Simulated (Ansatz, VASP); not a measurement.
W in VASP and in Ansatz

```
W
1.0
    -1.58441    1.58441    1.58441
     1.58441   -1.58441    1.58441
     1.58441    1.58441   -1.58441
W
1
Direct
  0.00000 0.00000 0.00000
```

Alike in both runs: functional r2SCAN; k mesh 32 × 32 × 32; occupations gaussian, width 0.3 eV; no spin polarisation.

Ansatz relaxed the structure, and its values are those at the end. VASP's run is a single point on that final structure, the one shown.

|  | VASP | Ansatz |
| --- | --- | --- |
| version | VASP 6.6.1 | Ansatz 0.2.0 |
| potentials or method | VASP PAW PBE potentials, release 64 (W_sv) | scalar-relativistic, plane waves, PAW |
| plane-wave cutoff (eV) | 520 | 500 |
| valence electrons in the cell | 14 | 14 |

```csv
,VASP,Ansatz,Ansatz less VASP
gap on the k mesh at the Fermi level (eV),none,none,-
pressure (GPa),1.2,0.0,-1.23
```

VASP's potentials were made for PBE, not for r2SCAN. A gap of «none» marks a metal or a gap that the smearing closes. The functional is the same, so the differences come from potentials, cutoffs and numerics.

Spin-orbit coupling is off throughout.
